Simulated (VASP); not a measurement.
Write the native input for VASP 6.6.1 that does the following.

```
Task                   : single point
Functional             : r2SCAN
Potentials or basis    : VASP PAW PBE potentials, release 64 (Na_pv, F)
Cutoff                 : 520 eV
k mesh                 : 12 × 12 × 6
Occupations            : gaussian, width 0.01 eV
Spin                   : no spin polarisation
Dipole correction      : no
Further INCAR settings : ALGO = Normal; EDIFF = 1e-06; NBANDS = 22
```

The system is NaF.

```
Na F
1.0
     3.86807    0.00000    0.00000
    -1.93403    3.34984    0.00000
     0.00000    0.00000    4.55141
Na F
2 2
Direct
  0.33333 0.66667 0.25000
  0.66667 0.33333 0.75000
  0.66667 0.33333 0.25000
  0.33333 0.66667 0.75000
```

The input as run:

POSCAR

```
NaF
1.0
    3.8680668627      0.0000000000      0.0000000000
   -1.9340334314      3.3498441666      0.0000000000
    0.0000000000      0.0000000000      4.5514117151
Na F
2 2
Direct
    0.3333333333      0.6666666667      0.2500000000
    0.6666666667      0.3333333333      0.7500000000
    0.6666666667      0.3333333333      0.2500000000
    0.3333333333      0.6666666667      0.7500000000
```

INCAR.step1

```
SYSTEM = NaF
PREC = Accurate
ENCUT = 520
ISMEAR = 0
SIGMA = 0.01
LREAL = .FALSE.
LASPH = .TRUE.
NELM = 80
NBANDS = 22
GGA = PE
ALGO = Normal
EDIFF = 1E-4
LWAVE = .TRUE.
LCHARG = .FALSE.
```

INCAR.step2

```
SYSTEM = NaF
PREC = Accurate
ENCUT = 520
EDIFF = 1E-6
ISMEAR = 0
SIGMA = 0.01
LREAL = .FALSE.
LASPH = .TRUE.
NELM = 80
ALGO = Normal
ISIF = 2
LWAVE = .FALSE.
LCHARG = .TRUE.
METAGGA = R2SCAN
LMIXTAU = .TRUE.
LELF = .TRUE.
LVHAR = .TRUE.
NBANDS = 22
ISTART = 1
```

KPOINTS

```
Automatic mesh
0
G
  12 12 6
  0 0 0
```

Potentials or basis: VASP PAW PBE potentials, release 64 (Na_pv, F).

Command:

```bash
$ cat potpaw_PBE.64/Na_pv/POTCAR potpaw_PBE.64/F/POTCAR > POTCAR
$ cp INCAR.step1 INCAR
$ mpirun -np 1 vasp_std > vasp.out
$ cp INCAR.step2 INCAR
$ mpirun -np 1 vasp_std > vasp.out
```

Results of the run:

| Quantity | Value |
| --- | --- |
| Pressure | -0.5 GPa |
| Band gap on the k mesh | 6.35 eV, direct |

Caveat: the PAW data sets were made with another functional, which shifts forces and pressure a little.

It took 6.3 min on 1 thread of AMD EPYC 7R43 64-Core Processor (Zen 3) (shared host), peak memory 0.19 GiB.
